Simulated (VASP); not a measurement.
**Hf2Si: single point with PBEsol**

The system is Hf2Si.

```
CELL_PARAMETERS angstrom
-3.27535 3.27535 2.58282
3.27535 -3.27535 2.58282
3.27535 3.27535 -2.58282
ATOMIC_POSITIONS crystal
Hf 0.84351 0.65649 0.50000
Hf 0.34351 0.84351 0.18703
Hf 0.15649 0.34351 0.50000
Hf 0.65649 0.15649 0.81297
Si 0.75000 0.75000 0.00000
Si 0.25000 0.25000 0.00000
```

```yaml
Program: VASP 6.6.1
Task: single point
Functional: PBEsol
Potentials_or_basis: VASP PAW PBE potentials, release 64 (Hf_pv, Si)
Cutoff: 520 eV
k_mesh: 10 × 10 × 10
Occupations: methfessel-paxton, width 0.02 eV
Spin: no spin polarisation
```

- Pressure: -2.6 GPa
- Largest force: 0.039 eV/Å
- Band gap on the k mesh: zero (bands 24 and 25 overlap by 0.79 eV)

Forces on the atoms (eV/Å):
```
Hf   0.028 -0.028  0.000
Hf  -0.028 -0.028  0.000
Hf  -0.028  0.028  0.000
Hf   0.028  0.028  0.000
Si   0.000  0.000  0.000
Si   0.000  0.000  0.000
```

Stress tensor (GPa, compression positive):
```
-2.69  0.00  0.00
 0.00 -2.69  0.00
 0.00  0.00 -2.41
```

Levels at points of the mesh, in eV from the Fermi level:
| k point | band 21 | band 22 | band 23 | band 24 | band 25 | band 26 | band 27 | band 28 |
| --- | --- | --- | --- | --- | --- | --- | --- | --- |
| (0.00, 0.00, 0.00) | -1.27 | -1.27 | -0.99 | -0.91 | 2.02 | 2.06 | 2.08 | 2.53 |
| (0.50, 0.00, 0.00) | -0.73 | -0.73 | -0.52 | -0.52 | 0.19 | 0.19 | 1.97 | 1.97 |
| (0.50, 0.50, 0.00) | -1.44 | -1.08 | -0.65 | -0.44 | 1.30 | 1.34 | 1.66 | 2.13 |
| (0.50, 0.50, 0.50) | -0.89 | -0.45 | 0.01 | 0.32 | 0.36 | 0.36 | 1.33 | 1.42 |

Wall time 10 min on 1 thread of AMD EPYC 7R43 64-Core Processor (Zen 3), on a shared host, peak memory 0.41 GiB.

Caveat: the PAW data sets were made with another functional, which shifts forces and pressure a little; spin-orbit coupling is left out, which moves the levels of the heavy elements.
